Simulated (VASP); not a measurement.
Input of a VASP 6.6.1 run:

POSCAR

```
AlGa3N4
1.0
    5.1389202027      0.0000000000      0.0000171871
    0.0000000000      3.1634143065      0.0000000000
   -0.0036943801      0.0000000000      5.4769945785
Al Ga N
1 3 4
Direct
    0.0005828856      0.5000000000      0.6672982355
    0.4991712867      0.5000000000      0.3350606990
    0.4992511921      0.0000000000      0.8314570702
    0.9998609978      0.0000000000      0.1661913850
    0.1194130437      0.5000000000      0.3406010341
    0.1173310430      0.0000000000      0.8259310374
    0.6202395493      0.0000000000      0.1661937142
    0.6317500118      0.5000000000      0.6672678245
```

The input INCAR.step1:

```
SYSTEM = AlGa3N4
ALGO = Normal
EDIFF = 1E-4
ENCUT = 520
GGA = PE
ISMEAR = 0
LASPH = .TRUE.
LCHARG = .FALSE.
LREAL = .FALSE.
LWAVE = .TRUE.
NBANDS = 41
NELM = 60
PREC = Accurate
SIGMA = 0.05
```

Contents of INCAR.step2:

```
SYSTEM = AlGa3N4
ALGO = Normal
EDIFF = 1E-7
ENCUT = 520
ISIF = 2
ISMEAR = 0
ISTART = 1
LASPH = .TRUE.
LCHARG = .TRUE.
LELF = .TRUE.
LMIXTAU = .TRUE.
LREAL = .FALSE.
LVHAR = .TRUE.
LWAVE = .FALSE.
METAGGA = R2SCAN
NBANDS = 41
NELM = 60
PREC = Accurate
SIGMA = 0.05
```

Contents of KPOINTS:

```
k-points
0
G
  6 8 4
  0 0 0
```

Potentials or basis: VASP PAW PBE potentials, release 64 (Al, Ga_d, N).

Launch:

```bash
$ cat potpaw_PBE.64/Al/POTCAR potpaw_PBE.64/Ga_d/POTCAR potpaw_PBE.64/N/POTCAR > POTCAR
$ cp INCAR.step1 INCAR
$ mpirun -np 1 vasp_std > vasp.out
$ cp INCAR.step2 INCAR
$ mpirun -np 1 vasp_std > vasp.out
```

Problem. Predict the largest force.

Solution. 0.086 eV/Å.

Problem. Predict the band gap on the k mesh.

Solution. 2.88 eV.

Stress tensor (GPa, compression positive):
```
0.74 0.00 0.01
0.00 0.67 0.00
0.01 0.00 0.81
```

Caveat: the PAW data sets were made with another functional, which shifts forces and pressure a little.
